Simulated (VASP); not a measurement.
# Pb (R-3m) in VASP: electric field gradients with PBE

Aim: the electric field gradients of Pb with PBE.

Program: VASP 6.6.1. These are calculated values, not measurements. Logs are shortened: lines on timing, memory, paths and dates and some standing lists are left out, and cuts for length are marked.

## Step 1: The cell of the first run

Symmetry: R-3m, No. 166, trigonal system. Conventional cell: a = 4.832 Å, b = 4.832 Å, c = 11.836 Å, α = 90.00°, β = 90.00°, γ = 120.00°. Within 2.3 Å of Pb (site symmetry 3m) lie 1 Pb at 1.72 Å.

## Step 2: Electric field gradients, PBE (shortest bond scaled by 0.58)

File INCAR:

```
PREC     = Accurate       # precision mode
ENCUT    = 520            # plane-wave cutoff, eV
EDIFF    = 1E-8           # SCF threshold, eV
ISMEAR   = -1             # smearing method
SIGMA    = 0.05           # smearing width, eV
LREAL    = False          # projectors in reciprocal space
LASPH    = True           # aspherical terms in the spheres
NELM     = 80             # most SCF steps
ALGO     = Normal         # electronic algorithm
ISIF     = 2              # what is computed and relaxed
LWAVE    = False          # write WAVECAR
LCHARG   = False          # write CHGCAR
GGA      = PE             # functional
LEFG     = True         
NBANDS   = 21             # bands
```

File KPOINTS:

```
regular mesh
0
Gamma
  8 8 8
```

File POSCAR:

```
Pb
1.0
    0.0000000000      3.4168854378      3.4168854378
    3.4168854378      0.0000000000      3.4168854378
    3.4168854378      3.4168854378      0.0000000000
Pb
2
Direct
   -0.2825000000     -0.0725000000     -0.0725000000
    0.2825000000      0.0725000000      0.0725000000
```

Potentials or basis: VASP PAW PBE potentials, release 64 (Pb_d).

Started as:

```
$ cat potpaw_PBE.64/Pb_d/POTCAR > POTCAR
$ mpirun -np 1 vasp_std > vasp.out
```

OUTCAR:

```text
PREC = Accurate
   ENCUT = 520
   EDIFF = 1E-8
   ISMEAR = -1
   LREAL = False
   LASPH = True
   NELM = 80
   ISIF = 2
   GGA = PE

 ion  position               nearest neighbor table
   1  0.718  0.928  0.928-   2 1.72   2 3.57   2 3.57   2 3.57
   2  0.282  0.072  0.072-   1 1.72   1 3.57   1 3.57   1 3.57

 -----------------------------------------------------------------------------
|                                                                             |
|           W    W    AA    RRRRR   N    N  II  N    N   GGGG   !!!           |
|           W    W   A  A   R    R  NN   N  II  NN   N  G    G  !!!           |
|           W    W  A    A  R    R  N N  N  II  N N  N  G       !!!           |
|           W WW W  AAAAAA  RRRRR   N  N N  II  N  N N  G  GGG   !            |
|           WW  WW  A    A  R   R   N   NN  II  N   NN  G    G                |
|           W    W  A    A  R    R  N    N  II  N    N   GGGG   !!!           |
|                                                                             |
|     The distance between some ions is very small. Please check the          |
|     nearest-neighbor list in the OUTCAR file.                               |
|     I HOPE YOU KNOW WHAT YOU ARE DOING!                                     |
|                                                                             |
 -----------------------------------------------------------------------------

  LATTYP: Found a face centered cubic cell.
 ALAT       =     6.8337708756

  Lattice vectors:

 A1 = (   0.0000000000,   3.4168854378,   3.4168854378)
 A2 = (   3.4168854378,   0.0000000000,   3.4168854378)
 A3 = (   3.4168854378,   3.4168854378,   0.0000000000)

Analysis of symmetry for initial positions (statically):
=====================================================================
 Subroutine PRICEL returns:
 Original cell was already a primitive cell.

 Routine SETGRP: Setting up the symmetry group for a
 face centered cubic supercell.

 Subroutine GETGRP returns: Found 12 space group operations
 (whereof  4 operations were pure point group operations)
 out of a pool of 48 trial point group operations.

The static configuration has the point symmetry C_2h.
 The point group associated with its full space group is D_3d.

Analysis of symmetry for dynamics (positions and initial velocities):
=====================================================================
 Subroutine PRICEL returns:
 Original cell was already a primitive cell.
[... 144 lines left out ...]
   NGX = 17   NGY = 17   NGZ = 17

 number of electron      27.9999998 magnetization

 Free energy of the ion-electron system (eV)
  ---------------------------------------------------
  ext. energy  EPLUGINS =         0.00000000
  ---------------------------------------------------
  free energy    TOTEN  =        15.44730436 eV

  energy without entropy =       15.45498229  energy(sigma->0) =       15.45114333

 E-fermi :   4.3301     XC(G=0):  -8.3741

 val. band max:        4.3119745661   @ k =   0.0000   0.5000   0.3750
 cond. band min:       4.3623603905   @ k =   0.0000   0.2500   0.0000
 fundamental gap:      0.0503858244
 Fermi energy:         4.3300748178

 k-point     1 :       0.0000    0.0000    0.0000
  band No.  band energies     occupation
      1     -21.0704      2.00000
      2     -18.7887      2.00000
      3     -18.7887      2.00000
      4     -14.7582      2.00000
      5     -14.7582      2.00000
      6     -13.3316      2.00000
[... 565 lines left out ...]
     20      11.7278      0.00000
     21      13.4180      0.00000

 [... further k-points ...]
[... 5 lines left out ...]
  --------------------------------------------------------------------------------------
  -------------------------------------------------------------------------------------
  Total       40.8761387     40.8761387     40.8761387    -40.5221331     40.5221331    -40.5221331
  in kB      820.8412962    820.8412962    820.8412962   -813.7324433    813.7324433   -813.7324433
  external PRESSURE =     820.8412962 kB  Pullay stress =       0.0000000 kB

 VOLUME and BASIS-vectors are now :
 -----------------------------------------------------------------------------
  energy-cutoff  :      520.00
  volume of cell :       79.79
      direct lattice vectors                 reciprocal lattice vectors
     0.000000000  3.416885438  3.416885438    -0.146332094  0.146332094  0.146332094
     3.416885438  0.000000000  3.416885438     0.146332094 -0.146332094  0.146332094
     3.416885438  3.416885438  0.000000000     0.146332094  0.146332094 -0.146332094

 POSITION                                       TOTAL-FORCE (eV/Angst)
 -----------------------------------------------------------------------------------
      6.33832      5.62078      5.62078       -41.128810     41.128810     41.128810
      0.49545      1.21299      1.21299        41.128810    -41.128810    -41.128810
 -----------------------------------------------------------------------------------
    total drift:                               -0.000000     -0.000000     -0.000000

  FREE ENERGIE OF THE ION-ELECTRON SYSTEM (eV)
  ---------------------------------------------------
  free  energy   TOTEN  =        15.4473043622 eV

  energy  without entropy=       15.4549822912  energy(sigma->0) =       15.45114333

 Electric field gradients (V/A^2)
---------------------------------------------------------------------
 ion       V_xx      V_yy      V_zz      V_xy      V_xz      V_yz
---------------------------------------------------------------------
   1      -0.000     0.000     0.000    30.302    30.302   -30.302
   2      -0.000     0.000     0.000    30.302    30.302   -30.302
---------------------------------------------------------------------

 Electric field gradients after diagonalization (V/A^2)
 (convention: |V_zz| > |V_xx| > |V_yy|)
----------------------------------------------------------------------
 ion       V_xx      V_yy      V_zz     asymmetry (V_yy - V_xx)/ V_zz
----------------------------------------------------------------------
   1      30.302    30.302   -60.604       0.000
   2      30.302    30.302   -60.604       0.000
----------------------------------------------------------------------

           NMR quadrupolar parameters

 Cq : quadrupolar parameter    Cq=e*Q*V_zz/h
 eta: asymmetry parameters     (V_yy - V_xx)/ V_zz
 Q  : nuclear electric quadrupole moment in mb (millibarn)
----------------------------------------------------------------------
 ion       Cq(MHz)       eta       Q (mb)
----------------------------------------------------------------------
   1      -0.147       0.000       1.000
   2      -0.147       0.000       1.000
----------------------------------------------------------------------
```

stdout:

```text
POSCAR found type information on POSCAR Pb
 POSCAR found :  1 types and       2 ions
 scaLAPACK will be used
 LDA part: xc-table for (Slater+PW92), standard interpolation
 -----------------------------------------------------------------------------
|                                                                             |
|           W    W    AA    RRRRR   N    N  II  N    N   GGGG   !!!           |
|           W    W   A  A   R    R  NN   N  II  NN   N  G    G  !!!           |
|           W    W  A    A  R    R  N N  N  II  N N  N  G       !!!           |
|           W WW W  AAAAAA  RRRRR   N  N N  II  N  N N  G  GGG   !            |
|           WW  WW  A    A  R   R   N   NN  II  N   NN  G    G                |
|           W    W  A    A  R    R  N    N  II  N    N   GGGG   !!!           |
|                                                                             |
|     The distance between some ions is very small. Please check the          |
|     nearest-neighbor list in the OUTCAR file.                               |
|     I HOPE YOU KNOW WHAT YOU ARE DOING!                                     |
|                                                                             |
 -----------------------------------------------------------------------------

 POSCAR, INCAR and KPOINTS ok, starting setup
 FFT: planning ... GRIDC
 FFT: planning ... GRID_SOFT
 FFT: planning ... GRID
 WAVECAR not read
 entering main loop
ion   1

ion   2
```

Wall time 94 s (1 thread of Intel Xeon Platinum 8488C (Sapphire Rapids), shared host); peak memory 0.25 GiB.

Results:

```yaml
Free_energy: 15.4473 eV
Pressure: 82.1 GPa
Largest_force: 71.237 eV/Å
Band_gap_on_the_k_mesh: zero (band 14 reaches 4.38 eV, above the bottom of band 15 at 4.16 eV)
```

Forces in eV/Å, atoms in the order of the input:
```
Pb  -41.129  41.129  41.129
Pb   41.129 -41.129 -41.129
```

Levels at points of the mesh, in eV from the Fermi level:
```tsv
k point	band 10	band 11	band 12	band 13	band 14	band 15	band 16	band 17	band 18	band 19
(0.00, 0.00, 0.00)	-16.50	-12.04	-2.79	-0.32	0.05	0.05	3.37	3.37	4.47	6.27
(0.50, 0.00, 0.00)	-16.38	-11.11	-6.90	-1.22	-1.22	1.93	4.95	4.95	6.32	7.21
(0.00, 0.50, 0.00)	-16.41	-11.50	-5.06	-1.86	-0.12	0.06	2.31	5.42	6.11	6.60
(0.50, 0.50, 0.00)	-16.36	-11.18	-5.92	-2.04	-1.28	-0.17	2.52	7.08	7.20	8.53
```

Electric field gradients, principal values (V/Å²):
```
atom   least  middle  greatest (by size)
1 Pb  30.302  30.302             -60.604
2 Pb  30.302  30.302             -60.604
```

Caveat: the cell differs from its parent crystal (shortest bond scaled by 0.58); without QUAD_EFG the Cq values of the log hold for a quadrupole moment of 1 mb, not for the nuclei; spin-orbit coupling is left out, which moves the levels of the heavy elements; forces of over 1 eV/Å act on the atoms, so gaps and moduli don't describe the material at rest.
